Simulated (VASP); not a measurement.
Runs of VASP 6.6.1 on Ni. The structure is that of space group I4/mmm (No. 139), or close to it. The cells are those of the table. 

| cell | gap on the mesh (eV) | pressure (GPa) | moment (μB) |
| --- | --- | --- | --- |
| a = 2.649, b = 2.413, c = 2.255 Å, angles 69.0, 58.3, 52.7°, 1 atom | none | 10.9 | (b) |
| a = 2.489, b = 2.356, c = 2.425 Å, angles 62.7, 57.3, 60.0°, 1 atom | none | 1.0 | 0.56 |
| a = 2.600, b = 2.349, c = 2.346 Å, angles 67.3, 56.4, 56.3°, 1 atom | none | 5.5 | (c) |
| a = 2.470, b = 2.470, c = 2.331 Å, angles 61.9, 61.9, 56.3°, 1 atom | none | 1.9 | (a) |
| a = 2.346, b = 2.346, c = 2.603 Å, angles 56.3, 56.3, 67.4°, 1 atom | none | 5.7 | 0.43 |

Alike in all rows: task single point; level LDA; potentials or basis VASP PAW LDA potentials, release 64 (Ni); spin collinear, ferromagnetic start; k mesh 22 × 22 × 22; cutoff (eV) 520; smearing gaussian 0.15 eV.

Question: Fill in the values left out.

Answer: (a) 0.54; (b) 0.20; (c) 0.44.

A gap of «none» marks levels without a gap at the run's occupations.
